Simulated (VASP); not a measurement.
## H4CO: single point with r2SCAN+D3(BJ)

System: H4CO.

```
C O H
1.0
     8.05483    0.00000    0.00000
     0.00000    8.05483    0.00000
     0.00000    0.00000    8.05483
C O H
6 6 24
Cartesian
  6.0018 4.8680 1.6850
  1.0254 6.6599 5.9500
  2.8545 2.2180 3.7936
  4.3364 1.2977 -0.1585
  5.0659 4.7686 5.7137
  2.1404 6.6857 2.3847
  4.9225 4.4424 2.5260
  0.4603 5.7464 5.0137
  2.5313 1.9980 2.4103
  4.5624 0.5317 1.0130
  6.1437 4.2234 4.9503
  2.3462 5.3707 2.9102
  5.9343 4.3443 0.7274
  5.3368 4.2488 3.3911
  5.9597 5.9466 1.5136
  6.9584 4.6098 2.1454
  0.2193 7.2646 6.3643
  1.1607 5.4751 4.3934
  1.5293 6.1390 6.7726
  1.7444 7.3314 5.4692
  2.3610 1.4339 4.3738
  2.5988 2.8649 1.9911
  3.9407 2.1718 3.9460
  2.4799 3.1884 4.1328
  5.0858 1.0071 -0.8981
  3.9094 0.8628 1.6539
  3.3360 1.1144 -0.5732
  4.4375 2.3739 0.0358
  4.2610 4.0339 5.6974
  6.9147 4.8150 5.0254
  5.3579 4.9396 6.7507
  4.6957 5.7022 5.2783
  1.0801 6.9179 2.4748
  3.2910 5.1376 2.7845
  2.7057 7.4287 2.9560
  2.4395 6.7544 1.3351
```

```
Program             : VASP 6.6.1
Task                : single point
Functional          : r2SCAN
Dispersion          : D3(BJ)
Potentials or basis : VASP PAW PBE potentials, release 64 (C_h, O_h, H_h)
Cutoff              : 1100 eV
k mesh              : 1 × 1 × 1
Occupations         : fermi-dirac, width 0.02 eV
Spin                : no spin polarisation
```

* Pressure: -0.6 GPa
* Largest force: 0.361 eV/Å
* Band gap on the k mesh: 5.35 eV
* Dispersion energy per atom: -0.013 eV

Forces on the atoms (eV/Å):
```
C   -0.087 -0.033 -0.023
C    0.006 -0.028  0.006
C   -0.031 -0.089 -0.064
C    0.069 -0.064  0.043
C    0.104 -0.094 -0.107
C    0.033 -0.036 -0.013
O    0.015  0.017 -0.100
O    0.070  0.052  0.014
O    0.065  0.204  0.290
O   -0.122  0.110 -0.023
O   -0.243  0.016  0.047
O   -0.091  0.038  0.026
H   -0.012  0.027  0.058
H    0.039  0.025  0.133
H   -0.022 -0.008 -0.004
H    0.006  0.031  0.001
H   -0.011 -0.034 -0.008
H    0.000 -0.062 -0.055
H   -0.024 -0.009 -0.061
H   -0.055 -0.058 -0.006
H    0.102  0.061 -0.070
H    0.016 -0.043 -0.071
H   -0.133 -0.009  0.048
H    0.017 -0.130 -0.047
H   -0.072  0.038  0.044
H    0.062  0.003 -0.062
H    0.038  0.014 -0.049
H    0.024 -0.036 -0.031
H   -0.001  0.031  0.023
H    0.156  0.022 -0.022
H    0.010  0.046  0.037
H   -0.003  0.037  0.022
H    0.016 -0.022 -0.015
H    0.048  0.005  0.007
H    0.013 -0.006 -0.035
H   -0.001 -0.015  0.067
```

Stress tensor (GPa, compression positive):
```
-0.83  0.09  0.11
 0.09 -0.60 -0.18
 0.11 -0.18 -0.41
```

Levels at points of the mesh, in eV from the valence-band top:
```
           k point  band 39  band 40  band 41  band 42  band 43  band 44  band 45  band 46
(0.00, 0.00, 0.00)    -0.72    -0.65    -0.47     0.00     5.35     6.63     6.68     6.85
```

It took 15 min on 1 thread of Intel(R) Xeon(R) Platinum 8259CL CPU @ 2.50GHz (Skylake/Cascade Lake), with other jobs on the host, peak memory 1.5 GiB.

Caveat: the k points lie up to 0.78 Å⁻¹ apart; the PAW data sets were made with another functional, which shifts forces and pressure a little.
